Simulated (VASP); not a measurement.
# GaN (F-43m) in VASP: G0W0 quasiparticle levels with PBE

Aim: the G0W0 quasiparticle levels of GaN with PBE.

Program: VASP 6.6.1. These are calculated values, not measurements. Logs are shortened: lines on timing, memory, paths and dates and some standing lists are left out, and cuts for length are marked.

## Step 1: The cell of the first run

The structure is cubic, space group F-43m (No. 216). The conventional cell has a = 4.498 Å, b = 4.498 Å, c = 4.498 Å, α = 90.00°, β = 90.00°, γ = 90.00°. Ga (site symmetry -43m) has 4 N at 1.95 Å within 2.6 Å. Within 2.6 Å of N (site symmetry -43m) lie 4 Ga at 1.95 Å.

## Step 2: G0W0 quasiparticle levels, PBE

File POSCAR:

```
GaN
1.0
    0.0000000000      2.2489526313      2.2489526313
    2.2489526313      0.0000000000      2.2489526313
    2.2489526313      2.2489526313      0.0000000000
Ga N
1 1
Direct
    0.0000000000      0.0000000000      0.0000000000
    0.7500000000      0.7500000000      0.7500000000
```

File INCAR.step1:

```
ALGO = Normal
EDIFF = 1E-8
ENCUT = 500
GGA = PE
ISMEAR = 0
LASPH = True
LCHARG = False
LREAL = False
LWAVE = True
NELM = 60
PREC = Accurate
SIGMA = 0.01
```

File INCAR.step2:

```
ALGO = Exact
EDIFF = 1E-8
ENCUT = 500
GGA = PE
ISMEAR = 0
ISTART = 1
LASPH = True
LCHARG = False
LOPTICS = True
LREAL = False
LWAVE = True
NBANDS = 76
NELM = 1
PREC = Accurate
SIGMA = 0.01
```

File INCAR.step3:

```
ALGO = EVGW0
EDIFF = 1E-8
ENCUT = 500
ENCUTGW = 120.0
GGA = PE
ISMEAR = 0
ISTART = 1
LASPH = True
LCHARG = False
LREAL = False
LWAVE = False
NBANDS = 76
NBANDSGW = 17
NELMGW = 1
NOMEGA = 96
OMEGAMAX = 30
PREC = Accurate
PRECFOCK = Fast
SIGMA = 0.01
```

File KPOINTS:

```
k-points
0
Gamma
  6 6 6
```

Potentials or basis: VASP PAW PBE potentials, release 64 (Ga_d_GW, N_GW).

Command:

```sh
$ cat potpaw_PBE.64/Ga_d_GW/POTCAR potpaw_PBE.64/N_GW/POTCAR > POTCAR
$ cp INCAR.step1 INCAR
$ mpirun -np 1 vasp_std > vasp.out
$ cp INCAR.step2 INCAR
$ mpirun -np 1 vasp_std > vasp.out
$ cp INCAR.step3 INCAR
$ mpirun -np 1 vasp_std > vasp.out
```

OUTCAR:

```text
EDIFF = 1E-8
   ENCUT = 500
   ENCUTGW = 120.0
   GGA = PE
   ISMEAR = 0
   ISTART = 1
   LASPH = True
   LREAL = False
   NELMGW = 1
   PREC = Accurate
   PRECFOCK = Fast

 ion  position               nearest neighbor table
   1  0.000  0.000  0.000-   2 1.95   2 1.95   2 1.95   2 1.95
   2  0.750  0.750  0.750-   1 1.95   1 1.95   1 1.95   1 1.95

  LATTYP: Found a face centered cubic cell.
 ALAT       =     4.4979052626

  Lattice vectors:

 A1 = (   0.0000000000,   2.2489526313,   2.2489526313)
 A2 = (   2.2489526313,   0.0000000000,   2.2489526313)
 A3 = (   2.2489526313,   2.2489526313,   0.0000000000)

Analysis of symmetry for initial positions (statically):
=====================================================================
 Subroutine PRICEL returns:
 Original cell was already a primitive cell.

 Routine SETGRP: Setting up the symmetry group for a
 face centered cubic supercell.

 Subroutine GETGRP returns: Found 24 space group operations
 (whereof 24 operations were pure point group operations)
 out of a pool of 48 trial point group operations.

The static configuration has the point symmetry T_d .

Analysis of symmetry for dynamics (positions and initial velocities):
=====================================================================
 Subroutine PRICEL returns:
 Original cell was already a primitive cell.

 Routine SETGRP: Setting up the symmetry group for a
 face centered cubic supercell.

 Subroutine GETGRP returns: Found 24 space group operations
 (whereof 24 operations were pure point group operations)
 out of a pool of 48 trial point group operations.

The dynamic configuration has the point symmetry T_d .

 Subroutine INISYM returns: Found 24 space group operations
 (whereof 24 operations are pure point group operations),
 and found     1 'primitive' translations

----------------------------------------------------------------------------------------

                                     Primitive cell

  volume of cell :      22.7495

  direct lattice vectors                    reciprocal lattice vectors
     0.000000000  2.248952631  2.248952631    -0.222325714  0.222325714  0.222325714
     2.248952631  0.000000000  2.248952631     0.222325714 -0.222325714  0.222325714
     2.248952631  2.248952631  0.000000000     0.222325714  0.222325714 -0.222325714

  length of vectors
     3.180499312  3.180499312  3.180499312     0.385079433  0.385079433  0.385079433

  position of ions in fractional coordinates (direct lattice)
     0.000000000  0.000000000  0.000000000
     0.750000000  0.750000000  0.750000000

  ion indices of the primitive-cell ions
   primitive index   ion index
                 1           1
                 2           2

----------------------------------------------------------------------------------------

 KPOINTS: k-points

Automatic generation of k-mesh.
 Grid dimensions read from file:
 generate k-points for:    6    6    6

 Generating k-lattice:

  Cartesian coordinates                     Fractional coordinates (reciprocal lattice)
    -0.037054286  0.037054286  0.037054286     0.166666667  0.000000000  0.000000000
     0.037054286 -0.037054286  0.037054286     0.000000000  0.166666667  0.000000000
     0.037054286  0.037054286 -0.037054286     0.000000000  0.000000000  0.166666667

  Length of vectors
     0.064179905  0.064179905  0.064179905

  Shift w.r.t. Gamma in fractional coordinates (k-lattice)
     0.000000000  0.000000000  0.000000000

 Subroutine IBZKPT returns following result:
 ===========================================

 Found     16 irreducible k-points:

 Following reciprocal coordinates:
            Coordinates               Weight
  0.000000  0.000000  0.000000      1.000000
  0.166667  0.000000  0.000000      8.000000
  0.333333  0.000000  0.000000      8.000000
  0.500000  0.000000  0.000000      4.000000
  0.166667  0.166667  0.000000      6.000000
  0.333333  0.166667  0.000000     24.000000
[... 8 lines left out ...]
 -0.333333  0.333333  0.166667     24.000000
 -0.333333  0.500000  0.166667     12.000000
   k-points           NKPTS =     16   k-points in BZ     NKDIM =    216   number of bands    NBANDS=     76
   number of dos      NEDOS =    301   number of ions     NIONS =      2
   total plane-waves  NPLWV =  13824
   dimension x,y,z NGX =    24 NGY =   24 NGZ =   24
   dimension x,y,z NGXF=    48 NGYF=   48 NGZF=   48
   ions per type =               1   1
   NGX,Y,Z   is equivalent  to a cutoff of  12.54, 12.54, 12.54 a.u.
   NGXF,Y,Z  is equivalent  to a cutoff of  25.09, 25.09, 25.09 a.u.
 SYSTEM =  unknown system
   PREC   = accura    normal or accurate (medium, high low for compatibility)
   ISTART =      1    job   : 0-new  1-cont  2-samecut
   ICHARG =      0    charge: 1-file 2-atom 10-const
   ISPIN  =      1    spin polarized calculation?
   LNONCOLLINEAR =      F non collinear calculations
   LSORBIT =      F    spin-orbit coupling
   LASPH  =      T    aspherical Exc in radial PAW
   ENCUT  =  500.0 eV  36.75 Ry    6.06 a.u.   5.80  5.80  5.80*2*pi/ulx,y,z
   NELM   =     60;   NELMIN=  2; NELMDL=  0     # of ELM steps
   EDIFF  = 0.1E-07   stopping-criterion for ELM
   LREAL  =      F    real-space projection
   EDIFFG = 0.1E-06   stopping-criterion for IOM
   NSW    =      0    number of steps for IOM
   IBRION =     -1    ionic relax: 0-MD 1-quasi-New 2-CG
   NFREE  =      0    steps in history (QN), initial steepest desc. (CG)
   ISIF   =      0    stress and relaxation
   ISYM   =      3    0-nonsym 1-usesym 2-fastsym
   POTIM  = 0.5000    time-step for ionic-motion
   TEBEG  =    0.0;   TEEND  =   0.0 temperature during run
   PSTRESS=    0.0 pullay stress
   NELECT =      18.0000    total number of electrons
   NUPDOWN=      -1.0000    fix difference up-down
   EMIN   =  10.00;   EMAX   =-10.00  energy-range for DOS
   EFERMI =   0.00;   METHOD = LEGACY
   ISMEAR =     0;   SIGMA  =   0.01  broadening in eV -4-tet -1-fermi 0-gaus
   EFERMI_NEDOS =   21; number of points for ismear=-14 and -15
   IALGO  =     38    algorithm
   IMIX   =      4    mixing-type and parameters
     AMIX     =   0.40;   BMIX     =  1.00
     AMIX_MAG =   1.60;   BMIX_MAG =  1.00
  volume/ion in A,a.u.               =      11.37        76.76
  Fermi-wavevector in a.u.,A,eV,Ry     =   1.514173  2.861371 31.194328  2.292718
  Thomas-Fermi vector in A             =   2.623866
   LORBIT       =      0    0 simple, 1 ext, 2 COOP (PROOUT), +10 PAW based schemes
   GGA     = PE    functional components
   LHFCALC =     T    Hartree Fock is set to
   PRECFOCK=fast      Normal, Fast or Accurate (Low or Medium for compatibility)
   ENCUT4O =  -1.0   cutoff for four orbital integrals eV
   NKREDX  =     1    reduce k-point grid by
   NKREDY  =     1    reduce k-point grid by
   NKREDZ  =     1    reduce k-point grid by
   AEXX    =    1.0000 exact exchange contribution
   HFSCREEN=    0.0000 screening length (either q_TF or 0.3 A-1)
   HFSCREENC=   0.0000 screening length for correlation (either q_TF or 0.3 A-1)
   ENCUTFOCK=  -1.0 apply spherical cutoff to Coloumb kernel
   IVDW    =     0    specifies the selected vdW correction
   LEPSILON=     F    determine dielectric tensor
   LRPA    =     F    only Hartree local field effects (RPA)
   LRPAFORCE           =     F    calculate RPA forces
   ENCUTGW             = 120.0    cutoff for response function in eV
   ENCUTGWSOFT         =  96.0    soft cutoff for Coulomb kernel in GW response function in eV
   ENCUTLF             =  -1.0    cutoff for local field effects
   NELMGW              =     1    number of iterations in solving QP/BSE equation
   NELMHF              =     1    number of iterations in the inner HF iteration
   NKREDLFX            =     1    NKREDLFY  =   1   NKREDLFZ  =   1
 non-spin polarized calculation
 Gauss-broadening in eV      SIGMA  =   0.01
  energy-cutoff  :      500.00
  volume of cell :       22.75
 maximum number of plane-waves:       589
  NGX = 14; NGY = 14; NGZ = 14
   NGX = 11   NGY = 11   NGZ = 11
 maximum number of plane-waves:        73
 NGX is ok and might be reduce to    14

 QP shifts <psi_nk| G(iteration)W_0 |psi_nk>: iteration 1
 for sc-GW calculations column KS-energies equals QP-energies in previous step
 and V_xc(KS)=  KS-energies - (<T + V_ion + V_H > + <T+V_H+V_ion>^1  + <V_x>^1)

 k-point   1 :       0.0000    0.0000    0.0000
  band No.  KS-energies  QP-energies   sigma(KS)   V_xc(KS)     V^pw_x(r,r')   Z            occupation Imag(sigma)

      1     -10.8176     -11.8048     -16.3473     -14.8634     -24.6039       0.6653       2.0000       1.0747
      2      -8.3324     -11.4181     -25.7234     -21.4818     -34.7834       0.7275       2.0000       0.2229
      3      -8.3324     -11.4181     -25.7234     -21.4818     -34.7834       0.7275       2.0000       0.2229
      4      -8.3324     -11.4181     -25.7234     -21.4818     -34.7834       0.7275       2.0000       0.2229
      5      -8.0098     -11.2159     -26.1675     -21.8060     -35.1839       0.7351       2.0000       0.1642
      6      -8.0098     -11.2159     -26.1675     -21.8060     -35.1839       0.7351       2.0000       0.1642
[... 9 lines left out ...]
     16      23.9964      24.3025      -9.2783      -9.6659      -2.9938       0.7895       0.0000      -0.6974
     17      23.9964      24.3025      -9.2783      -9.6659      -2.9938       0.7895       0.0000      -0.6974

 k-point   2 :       0.1667    0.0000    0.0000
  band No.  KS-energies  QP-energies   sigma(KS)   V_xc(KS)     V^pw_x(r,r')   Z            occupation Imag(sigma)

      1     -10.5332     -11.6132     -17.0052     -15.4026     -25.2881       0.6739       2.0000       1.0249
      2      -8.2982     -11.3927     -25.7721     -21.5220     -34.8365       0.7281       2.0000       0.2213
      3      -8.2982     -11.3927     -25.7721     -21.5220     -34.8365       0.7281       2.0000       0.2213
      4      -8.2039     -11.1947     -25.1510     -21.0545     -34.0832       0.7301       2.0000       0.2612
      5      -8.0114     -11.2132     -26.1606     -21.8008     -35.1792       0.7344       2.0000       0.1653
      6      -8.0114     -11.2132     -26.1606     -21.8008     -35.1792       0.7344       2.0000       0.1653
[... 9 lines left out ...]
     16      22.0285      22.4964     -10.0242     -10.6145      -4.3927       0.7925       0.0000      -0.3987
     17      25.8022      26.5816      -9.5819     -10.5672      -3.0601       0.7910       0.0000      -0.7750

 k-point   3 :       0.3333    0.0000    0.0000
  band No.  KS-energies  QP-energies   sigma(KS)   V_xc(KS)     V^pw_x(r,r')   Z            occupation Imag(sigma)
[... 253 lines left out ...]
      1      -9.7746     -11.6860     -21.4599     -18.7305     -30.2465       0.7003       2.0000       0.6379
      2      -8.2105     -11.3403     -25.8091     -21.5294     -34.8375       0.7313       2.0000       0.2060
      3      -8.1444     -11.2855     -25.9302     -21.6407     -34.9835       0.7323       2.0000       0.2063
      4      -8.0332     -11.2271     -26.1375     -21.7863     -35.1897       0.7340       2.0000       0.1818
      5      -7.9868     -11.1883     -26.1882     -21.8323     -35.2310       0.7350       2.0000       0.1735
      6      -6.2500      -8.3827     -22.8201     -19.8880     -31.0359       0.7274       2.0000       0.4349
[... 9 lines left out ...]
     16      27.9936      28.8722     -10.8473     -11.9648      -3.9900       0.7862       0.0000      -1.0082
     17      29.3663      30.3466     -10.8054     -12.0183      -4.2903       0.8082       0.0000      -0.9590

 k-point  16 :      -0.3333    0.5000    0.1667
  band No.  KS-energies  QP-energies   sigma(KS)   V_xc(KS)     V^pw_x(r,r')   Z            occupation Imag(sigma)

      1      -9.7411     -11.7199     -21.7649     -18.9493     -30.5924       0.7028       2.0000       0.6112
      2      -8.2019     -11.3220     -25.6830     -21.4191     -34.6509       0.7317       2.0000       0.1977
      3      -8.1271     -11.2900     -26.0264     -21.7106     -35.1099       0.7329       2.0000       0.2057
      4      -8.0187     -11.2063     -26.1931     -21.8549     -35.2823       0.7348       2.0000       0.1962
      5      -7.9703     -11.1784     -26.2113     -21.8511     -35.2531       0.7358       2.0000       0.1702
      6      -6.1021      -8.1577     -22.6157     -19.7889     -30.7681       0.7272       2.0000       0.4432
[... 9 lines left out ...]
     16      28.2112      29.2122     -11.5356     -12.8017      -4.5395       0.7906       0.0000      -1.1095
     17      29.6287      30.7285     -11.1046     -12.4777      -4.5656       0.8009       0.0000      -0.9535
```

Run time: 2.4 min. Hardware: 1 thread of Intel Xeon 6975P-C (Granite Rapids), shared host; peak memory 0.38 GiB.

What came out:

| Quantity | Value |
| --- | --- |
| Quasiparticle gap | 2.89 eV |
| Least direct quasiparticle gap | 2.89 eV |
| Band gap of the starting levels on the mesh | 1.77 eV |
| Least direct gap of the starting levels on the mesh | 1.77 eV |

Caveat: the k points lie up to 0.40 Å⁻¹ apart; bands, screening cutoff and mesh are small and nothing is extrapolated, so the quasiparticle values aren't converged.
